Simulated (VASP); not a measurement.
C, 2 atoms in the cell. It takes space group R-3m (No. 166, trigonal). The conventional cell has a = 2.445 Å, b = 2.445 Å, c = 9.912 Å, α = 90.00°, β = 90.00°, γ = 120.00°. Within 1.9 Å of C (site symmetry 3m) lie 3 C at 1.41 Å. 

| Quantity | Value |
| --- | --- |
| Program | VASP 6.6.1 |
| Task | single point |
| Functional | LDA |
| Potentials or basis | VASP PAW LDA potentials, release 64 (C) |
| Cutoff | 520 eV |
| k mesh | 12 × 12 × 12 |
| Occupations | gaussian, width 0.01 eV |
| Spin | no spin polarisation |
| Dipole correction | no |
| Further INCAR settings | ALGO = Normal; EDIFF = 1e-07; NBANDS = 11 |

Potentials or basis: VASP PAW LDA potentials, release 64 (C).

Command:

```console
$ cat potpaw_LDA.64/C/POTCAR > POTCAR
$ mpirun -np 1 vasp_std > vasp.out
```

Hardware: 1 thread of Intel(R) Xeon(R) 6975P-C (Granite Rapids), with other jobs on the host.

Problem. How long does it take, and how much memory?

Solution. It took 22 s on 1 thread of Intel(R) Xeon(R) 6975P-C (Granite Rapids), with other jobs on the host, peak memory 0.14 GiB. Counts: scf iterations 12, k points 189.
